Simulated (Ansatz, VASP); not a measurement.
**One calculation of Cd, two programs**

```
Cd
1.0
    -4.00128    4.00128    4.00128
     4.00128   -4.00128    4.00128
     4.00128    4.00128   -4.00128
Cd
8
Direct
  0.22302 0.22302 0.22302
  0.50000 0.00000 0.27698
  0.27698 0.50000 0.00000
  0.00000 0.27698 0.50000
  0.77698 0.77698 0.77698
  0.50000 0.00000 0.72302
  0.72302 0.50000 0.00000
  0.00000 0.72302 0.50000
```

Alike in both runs: functional PBE; k mesh 4 × 4 × 4; occupations gaussian, width 0.1 eV; no spin polarisation.

Ansatz relaxed the structure, and its values are those at the end. VASP's run is a single point on that final structure, the one shown.

|  | VASP | Ansatz |
| --- | --- | --- |
| version | VASP 6.6.1 | Ansatz 0.2.0 |
| potentials or method | VASP PAW PBE potentials, release 64 (Cd), cutoff 520 eV | scalar-relativistic, plane waves, PAW |
| valence electrons in the cell | 96 | 160 |

Ansatz gave:

```
gap on the k mesh at the Fermi level (eV) : none
pressure (GPa)                            : 0.1
```

Problem. Estimate VASP's values.

Solution. gap on the k mesh at the Fermi level (eV): none; pressure (GPa): 0.2.

A gap of «none» marks a metal or a gap that the smearing closes. VASP's potentials hold 96 valence electrons a cell and Ansatz's 160, so a difference there can come from the potentials and not from the codes.
